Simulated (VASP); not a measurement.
# CrO2 (e600) (P4_2/mnm) in VASP: single point with PBE

Aim: the single point of CrO2 (e600) with PBE.

Program: VASP 6.6.1. These are calculated values, not measurements. Logs are shortened: lines on timing, memory, paths and dates and some standing lists are left out, and cuts for length are marked.

**1. The cell of the first run**

Symmetry: P4_2/mnm, No. 136, tetragonal system. Conventional cell: a = 4.444 Å, b = 4.444 Å, c = 2.921 Å, α = 90.00°, β = 90.00°, γ = 90.00°. Within 2.5 Å of Cr (site symmetry mmm) lie 6 O at 1.91 Å. Within 2.5 Å of O (site symmetry m2m) lie 3 Cr at 1.91 Å and 1 O at 2.47 Å.

**2. Single point, PBE, collinear spin, ferromagnetic start**

Input file INCAR:

```
PREC     = Accurate       # precision mode
ENCUT    = 520            # plane-wave cutoff, eV
EDIFF    = 1E-6           # SCF threshold, eV
ISMEAR   = 0              # smearing method
SIGMA    = 0.1            # smearing width, eV
LREAL    = F              # projectors in reciprocal space
LASPH    = T              # aspherical terms in the spheres
NELM     = 150            # most SCF steps
ALGO     = Normal         # electronic algorithm
ISIF     = 2              # what is computed and relaxed
LWAVE    = F              # write WAVECAR
LCHARG   = F              # write CHGCAR
ISPIN    = 2              # spin polarisation
MAGMOM   = 1.9 1.9 0 0 0 0 # initial moments
LORBIT   = 11             # projections on sites
LMAXMIX  = 4              # l up to which the mixer works
GGA      = PE             # functional
NBANDS   = 37             # bands
```

Input file KPOINTS:

```
Automatic mesh
0
Gamma
  8 8 12
```

Input file POSCAR:

```
CrO2
1.0
    4.4441711376      0.0000000000      0.0000000000
    0.0000000000      4.4441711376      0.0000000000
    0.0000000000      0.0000000000      2.9208755992
Cr O
2 4
Direct
    0.0000000000      0.0000000000      0.0000000000
    0.5000000000      0.5000000000      0.5000000000
    0.3035923799      0.3035923799      0.0000000000
    0.1964076201      0.8035923799      0.5000000000
    0.6964076201      0.6964076201      0.0000000000
    0.8035923799      0.1964076201      0.5000000000
```

Potentials or basis: VASP PAW PBE potentials, release 64 (Cr_pv, O).

On the command line:

```console
cat potpaw_PBE.64/Cr_pv/POTCAR potpaw_PBE.64/O/POTCAR > POTCAR
mpirun -np 1 vasp_std > vasp.out
```

OUTCAR:

```text
PREC = Accurate
   ENCUT = 520
   EDIFF = 1E-6
   ISMEAR = 0
   LREAL = F
   LASPH = T
   NELM = 150
   ISIF = 2
   ISPIN = 2
   LORBIT = 11
   GGA = PE

 ion  position               nearest neighbor table
   1  0.000  0.000  0.000-   3 1.91   5 1.91   4 1.91   6 1.91   4 1.91   6 1.91
   2  0.500  0.500  0.500-   4 1.91   6 1.91   5 1.91   3 1.91   3 1.91   5 1.91
   3  0.304  0.304  0.000-   1 1.91   2 1.91   2 1.91
   4  0.196  0.804  0.500-   2 1.91   1 1.91   1 1.91
   5  0.696  0.696  0.000-   1 1.91   2 1.91   2 1.91
   6  0.804  0.196  0.500-   2 1.91   1 1.91   1 1.91

  LATTYP: Found a simple tetragonal cell.
 ALAT       =     4.4441711376
 C/A-ratio  =     0.6572374260

  Lattice vectors:

 A1 = (   4.4441711376,   0.0000000000,   0.0000000000)
 A2 = (   0.0000000000,   4.4441711376,   0.0000000000)
 A3 = (   0.0000000000,   0.0000000000,   2.9208755992)

Analysis of symmetry for initial positions (statically):
=====================================================================
 Subroutine PRICEL returns:
 Original cell was already a primitive cell.

 Routine SETGRP: Setting up the symmetry group for a
 simple tetragonal supercell.

 Subroutine GETGRP returns: Found 16 space group operations
 (whereof  8 operations were pure point group operations)
 out of a pool of 16 trial point group operations.

The static configuration has the point symmetry D_2h.
 The point group associated with its full space group is D_4h.

Analysis of symmetry for dynamics (positions and initial velocities):
=====================================================================
 Subroutine PRICEL returns:
 Original cell was already a primitive cell.

 Routine SETGRP: Setting up the symmetry group for a
 simple tetragonal supercell.

 Subroutine GETGRP returns: Found 16 space group operations
 (whereof  8 operations were pure point group operations)
 out of a pool of 16 trial point group operations.

The dynamic configuration has the point symmetry D_2h.
 The point group associated with its full space group is D_4h.

Analysis of structural, dynamic, and magnetic symmetry:
=====================================================================
 Subroutine PRICEL returns:
 Original cell was already a primitive cell.

 Routine SETGRP: Setting up the symmetry group for a
 simple tetragonal supercell.

 Subroutine GETGRP returns: Found 16 space group operations
 (whereof  8 operations were pure point group operations)
 out of a pool of 16 trial point group operations.

The overall configuration has the point symmetry D_2h.
 The point group associated with its full space group is D_4h.

 Subroutine INISYM returns: Found 16 space group operations
 (whereof  8 operations are pure point group operations),
 and found     1 'primitive' translations

----------------------------------------------------------------------------------------

                                     Primitive cell

  volume of cell :      57.6892

  direct lattice vectors                    reciprocal lattice vectors
     4.444171138  0.000000000  0.000000000     0.225013837  0.000000000  0.000000000
     0.000000000  4.444171138  0.000000000     0.000000000  0.225013837  0.000000000
     0.000000000  0.000000000  2.920875599     0.000000000  0.000000000  0.342363091

  length of vectors
     4.444171138  4.444171138  2.920875599     0.225013837  0.225013837  0.342363091

  position of ions in fractional coordinates (direct lattice)
     0.000000000  0.000000000  0.000000000
     0.500000000  0.500000000  0.500000000
     0.303592380  0.303592380  0.000000000
     0.196407620  0.803592380  0.500000000
     0.696407620  0.696407620  0.000000000
     0.803592380  0.196407620  0.500000000

  ion indices of the primitive-cell ions
   primitive index   ion index
                 1           1
                 2           2
                 3           3
                 4           4
                 5           5
                 6           6

----------------------------------------------------------------------------------------

 KPOINTS: Automatic mesh

Automatic generation of k-mesh.
 Grid dimensions read from file:
 generate k-points for:    8    8   12

 Generating k-lattice:

  Cartesian coordinates                     Fractional coordinates (reciprocal lattice)
     0.028126730  0.000000000  0.000000000     0.125000000  0.000000000  0.000000000
     0.000000000  0.028126730  0.000000000     0.000000000  0.125000000  0.000000000
     0.000000000  0.000000000  0.028530258     0.000000000  0.000000000  0.083333333

  Length of vectors
     0.028126730  0.028126730  0.028530258

  Shift w.r.t. Gamma in fractional coordinates (k-lattice)
     0.000000000  0.000000000  0.000000000

 Subroutine IBZKPT returns following result:
 ===========================================

 Found    105 irreducible k-points:

 Following reciprocal coordinates:
            Coordinates               Weight
  0.000000  0.000000  0.000000      1.000000
  0.125000  0.000000  0.000000      4.000000
  0.250000  0.000000  0.000000      4.000000
  0.375000  0.000000  0.000000      4.000000
  0.500000  0.000000  0.000000      2.000000
  0.125000  0.125000  0.000000      4.000000
[... 16 lines left out ...]
  0.375000  0.125000  0.083333     16.000000
  0.500000  0.125000  0.083333      8.000000
 [... further k-points ...]
   k-points           NKPTS =    105   k-points in BZ     NKDIM =    105   number of bands    NBANDS=     37
   number of dos      NEDOS =    301   number of ions     NIONS =      6
   total plane-waves  NPLWV =  31104
   dimension x,y,z NGX =    36 NGY =   36 NGZ =   24
   dimension x,y,z NGXF=    72 NGYF=   72 NGZF=   48
   ions per type =               2   4
   NGX,Y,Z   is equivalent  to a cutoff of  13.47, 13.47, 13.66 a.u.
   NGXF,Y,Z  is equivalent  to a cutoff of  26.93, 26.93, 27.32 a.u.
 SYSTEM =  unknown system
   PREC   = accura    normal or accurate (medium, high low for compatibility)
   ISTART =      0    job   : 0-new  1-cont  2-samecut
   ICHARG =      2    charge: 1-file 2-atom 10-const
   ISPIN  =      2    spin polarized calculation?
   LNONCOLLINEAR =      F non collinear calculations
   LSORBIT =      F    spin-orbit coupling
   LASPH  =      T    aspherical Exc in radial PAW
   ENCUT  =  520.0 eV  38.22 Ry    6.18 a.u.   8.26  8.26  5.43*2*pi/ulx,y,z
   NELM   =    150;   NELMIN=  2; NELMDL= -5     # of ELM steps
   EDIFF  = 0.1E-05   stopping-criterion for ELM
   LREAL  =      F    real-space projection
   EDIFFG = 0.1E-04   stopping-criterion for IOM
   NSW    =      0    number of steps for IOM
   IBRION =     -1    ionic relax: 0-MD 1-quasi-New 2-CG
   NFREE  =      0    steps in history (QN), initial steepest desc. (CG)
   ISIF   =      2    stress and relaxation
   ISYM   =      2    0-nonsym 1-usesym 2-fastsym
   POTIM  = 0.5000    time-step for ionic-motion
   TEBEG  =    0.0;   TEEND  =   0.0 temperature during run
   PSTRESS=    0.0 pullay stress
   NELECT =      48.0000    total number of electrons
   NUPDOWN=      -1.0000    fix difference up-down
   EMIN   =  10.00;   EMAX   =-10.00  energy-range for DOS
   EFERMI =   0.00;   METHOD = LEGACY
   ISMEAR =     0;   SIGMA  =   0.10  broadening in eV -4-tet -1-fermi 0-gaus
   EFERMI_NEDOS =   21; number of points for ismear=-14 and -15
   IALGO  =     38    algorithm
   IMIX   =      4    mixing-type and parameters
     AMIX     =   0.40;   BMIX     =  1.00
     AMIX_MAG =   1.60;   BMIX_MAG =  1.00
  volume/ion in A,a.u.               =       9.61        64.88
  Fermi-wavevector in a.u.,A,eV,Ry     =   1.539774  2.909751 32.258116  2.370905
  Thomas-Fermi vector in A             =   2.645955
   LORBIT       =     11    0 simple, 1 ext, 2 COOP (PROOUT), +10 PAW based schemes
   GGA     = PE    functional components
   LHFCALC =     F    Hartree Fock is set to
   AEXX    =    0.0000 exact exchange contribution
   IVDW    =     0    specifies the selected vdW correction
   LEPSILON=     F    determine dielectric tensor
   LRPA    =     F    only Hartree local field effects (RPA)
 spin polarized calculation
 Gauss-broadening in eV      SIGMA  =   0.10
  energy-cutoff  :      520.00
  volume of cell :       57.69
 maximum number of plane-waves:      1575
 NGX is ok and might be reduce to    36
   NGX = 17   NGY = 17   NGZ = 11

 number of electron      48.0000004 magnetization       3.9998112

 Free energy of the ion-electron system (eV)
  ---------------------------------------------------
  ext. energy  EPLUGINS =         0.00000000
  ---------------------------------------------------
  free energy    TOTEN  =       -50.35732276 eV

  energy without entropy =      -50.35075983  energy(sigma->0) =      -50.35404129

 E-fermi :   5.5106     XC(G=0): -11.8400

 val. band max:        5.5098228689   @ k =   0.3750   0.0000   0.0833
 cond. band min:       5.5142438022   @ k =   0.1250   0.1250   0.1667
 fundamental gap:      0.0044209332
 Fermi energy:         5.5105838842

 spin component 1

 k-point     1 :       0.0000    0.0000    0.0000
  band No.  band energies     occupation
      1     -39.4003      1.00000
      2     -39.4003      1.00000
      3     -39.2766      1.00000
      4     -39.2766      1.00000
      5     -39.2015      1.00000
      6     -39.1883      1.00000
[... 28 lines left out ...]
     35      12.9468      0.00000
     36      16.3419      0.00000

 k-point     2 :       0.1250    0.0000    0.0000
  band No.  band energies     occupation
      1     -39.3997      1.00000
      2     -39.3997      1.00000
      3     -39.2773      1.00000
      4     -39.2773      1.00000
      5     -39.2010      1.00000
      6     -39.1888      1.00000
[... 850 lines left out ...]
 k-point    24 :       0.5000    0.1250    0.0833
  band No.  band energies     occupation
      1     -39.3964      1.00000
      2     -39.3964      1.00000
      3     -39.2788      1.00000
      4     -39.2788      1.00000
      5     -39.2054      1.00000
      6     -39.2054      1.00000
[... 28 lines left out ...]
     35      15.6290      0.00000
     36      15.6290      0.00000

 [... further k-points ...]

 spin component 2

 k-point     1 :       0.0000    0.0000    0.0000
  band No.  band energies     occupation
      1     -37.3736      1.00000
      2     -37.3736      1.00000
      3     -37.0295      1.00000
      4     -37.0295      1.00000
      5     -36.8364      1.00000
      6     -36.8206      1.00000
[... 28 lines left out ...]
     35      13.3761      0.00000
     36      16.7636      0.00000

 k-point     2 :       0.1250    0.0000    0.0000
  band No.  band energies     occupation
      1     -37.3733      1.00000
      2     -37.3733      1.00000
      3     -37.0299      1.00000
      4     -37.0299      1.00000
      5     -36.8358      1.00000
      6     -36.8212      1.00000
[... 850 lines left out ...]
 k-point    24 :       0.5000    0.1250    0.0833
  band No.  band energies     occupation
      1     -37.3714      1.00000
      2     -37.3714      1.00000
      3     -37.0296      1.00000
      4     -37.0296      1.00000
      5     -36.8406      1.00000
      6     -36.8406      1.00000
[... 28 lines left out ...]
     35      15.8382      0.00000
     36      15.8382      0.00000

 [... further k-points ...]

 [bands above 36 left out]

------------------------ aborting loop because EDIFF is reached ----------------------------------------

  FORCE on cell =-STRESS in cart. coord.  units (eV):
  Direction    XX          YY          ZZ          XY          YZ          ZX
  --------------------------------------------------------------------------------------
  -------------------------------------------------------------------------------------
  Total        0.2050378      0.2050378      0.3041694      0.0000000      0.0000000      0.0000000
  in kB        5.6944264      5.6944264      8.4475634      0.0000000      0.0000000      0.0000000
  external PRESSURE =       6.6121387 kB  Pullay stress =       0.0000000 kB

 VOLUME and BASIS-vectors are now :
 -----------------------------------------------------------------------------
  energy-cutoff  :      520.00
  volume of cell :       57.69
      direct lattice vectors                 reciprocal lattice vectors
     4.444171138  0.000000000  0.000000000     0.225013837  0.000000000  0.000000000
     0.000000000  4.444171138  0.000000000     0.000000000  0.225013837  0.000000000
     0.000000000  0.000000000  2.920875599     0.000000000  0.000000000  0.342363091

 POSITION                                       TOTAL-FORCE (eV/Angst)
 -----------------------------------------------------------------------------------
      0.00000      0.00000      0.00000         0.000000      0.000000     -0.000000
      2.22209      2.22209      1.46044         0.000000      0.000000     -0.000000
      1.34922      1.34922      0.00000        -0.014952     -0.014952      0.000000
      0.87287      3.57130      1.46044         0.014952     -0.014952      0.000000
      3.09495      3.09495      0.00000         0.014952      0.014952     -0.000000
      3.57130      0.87287      1.46044        -0.014952      0.014952     -0.000000
 -----------------------------------------------------------------------------------
    total drift:                                0.000000      0.000000      0.000000

  FREE ENERGIE OF THE ION-ELECTRON SYSTEM (eV)
  ---------------------------------------------------
  free  energy   TOTEN  =       -50.3573227599 eV

  energy  without entropy=      -50.3507598268  energy(sigma->0) =      -50.35404129

 total charge

# of ion       s       p       d       tot
------------------------------------------
    1        0.362   6.455   4.015  10.833
    2        0.362   6.455   4.015  10.833
    3        1.572   3.458   0.000   5.030
    4        1.572   3.458   0.000   5.030
    5        1.572   3.458   0.000   5.030
    6        1.572   3.458   0.000   5.030
--------------------------------------------------
tot          7.011  26.743   8.030  41.785

 magnetization (x)

# of ion       s       p       d       tot
------------------------------------------
    1        0.024   0.031   2.049   2.105
    2        0.024   0.031   2.049   2.105
    3       -0.003  -0.075   0.000  -0.077
    4       -0.003  -0.075   0.000  -0.077
    5       -0.003  -0.075   0.000  -0.077
    6       -0.003  -0.075   0.000  -0.077
--------------------------------------------------
tot          0.037  -0.236   4.099   3.900
```

It took 3.3 min on 1 thread of Intel Xeon 6975P-C (Granite Rapids), shared host; peak memory 0.42 GiB.

Results:

```yaml
Free_energy: -50.3573 eV
Pressure: 0.7 GPa
Largest_force: 0.021 eV/Å
Band_gap_on_the_k_mesh: zero (filled and empty bands overlap)
Net_moment: 4.00 μB per cell
Site_moments: Cr +2.10; O -0.08 μB
Valence_electrons_inside_the_program's_atomic_spheres: Cr 10.83; O 5.03
```

Forces in eV/Å, atoms in the order of the input:
```
Cr   0.000  0.000  0.000
Cr   0.000  0.000  0.000
O   -0.015 -0.015  0.000
O    0.015 -0.015  0.000
O    0.015  0.015  0.000
O   -0.015  0.015  0.000
```

Caveat: semilocal functionals often make such compounds metallic where correlation or magnetic order opens a gap, which also shifts bond lengths; only a ferromagnetic start was run, and an antiferromagnetic order may lie lower in energy. With open d or f shells a metallic result of PBE can be an artefact of self-interaction; +U or a hybrid may open a gap.
